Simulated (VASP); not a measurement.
Crystal: Lu.

```
CELL_PARAMETERS angstrom
4.90000 0.00000 0.00000
0.00000 4.90000 0.00000
0.00000 0.00000 4.90000
ATOMIC_POSITIONS crystal
Lu 0.00000 0.00000 0.00000
Lu 0.00000 0.50000 0.50000
Lu 0.50000 0.00000 0.50000
Lu 0.50000 0.50000 0.00000
```

This isn't the form of Lu at room conditions, which is hcp.

| Quantity | Value |
| --- | --- |
| Program | VASP 6.6.1 |
| Task | relaxation of cell and atoms |
| Functional | LDA |
| Potentials or basis | VASP PAW PBE potentials, release 64 (Lu) |
| Cutoff | 600 eV |
| k mesh | 4 × 4 × 4 |
| Occupations | fermi-dirac, width 0.1 eV |
| Spin | no spin polarisation |

At the start: pressure -5.5 GPa; volume 29.41 Å³/atom.

Problem. How do energy, volume and symmetry change on relaxing?

Solution. Over 4 steps the energy falls by 68.6 meV/atom and the volume is 25.91 Å³/atom (-11.9 %); space group Fm-3m (No. 225, to 0.1 Å) before and after.

The path:
```
step  energy change (eV)  largest force (eV/Å)  pressure (GPa)  volume (Å³)
   1              0.0000                0.0000           -5.54       117.65
   2             -0.2677                0.0000            0.67       101.17
   3             -0.2742                0.0000            0.48       102.65
   4             -0.2744                0.0000           -0.12       103.65
```

Final structure:
```yaml
crystal:
  lattice:
    - [4.69739, 0.00000, 0.00000]
    - [0.00000, 4.69739, 0.00000]
    - [0.00000, 0.00000, 4.69739]
  atoms:
    - { symbol: Lu, position: [0.00000, 0.00000, 0.00000] }
    - { symbol: Lu, position: [0.00000, 0.50000, 0.50000] }
    - { symbol: Lu, position: [0.50000, 0.00000, 0.50000] }
    - { symbol: Lu, position: [0.50000, 0.50000, 0.00000] }
```

Caveat: the PAW data sets were made with another functional, which shifts forces and pressure a little.
